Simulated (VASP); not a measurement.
A run of VASP 6.6.1:

File INCAR:

```
PREC = Accurate ; ENCUT = 820
EDIFF = 1E-6 ; ISMEAR = 0
SIGMA = 0.1 ; LREAL = F
LASPH = T ; NELM = 120
ALGO = Normal ; ISIF = 2
LWAVE = F ; LCHARG = F
GGA = PS ; NBANDS = 43
GGA_COMPAT = F
```

Contents of KPOINTS:

```
regular mesh
0
Gamma
  6 6 6
```

The input POSCAR:

```
GaCu3
1.0
    3.6453948600      0.0000000000      0.0000000000
    0.0000000000      3.6453948600      0.0000000000
    0.0000000000      0.0000000000      3.6453948600
Ga Cu
1 3
Direct
    0.0000000000      0.0000000000      0.0000000000
    0.5000000000      0.0000000000      0.5000000000
    0.5000000000      0.5000000000      0.0000000000
    0.0000000000      0.5000000000      0.5000000000
```

Potentials or basis: VASP PAW PBE potentials, release 64 (Ga_d, Cu_sv_GW).

Launch:

```console
$ cat potpaw_PBE.64/Ga_d/POTCAR potpaw_PBE.64/Cu_sv_GW/POTCAR > POTCAR
$ mpirun -np 1 vasp_std > vasp.out
```

Hardware: 1 thread of Intel(R) Xeon(R) 6975P-C (Granite Rapids), with other jobs on the host.

Q: Estimate the wall time of this run.

A: Run time: 52 s on 1 thread of Intel(R) Xeon(R) 6975P-C (Granite Rapids) (shared host), peak memory 0.26 GiB. Counts: scf iterations 14, k points 20.
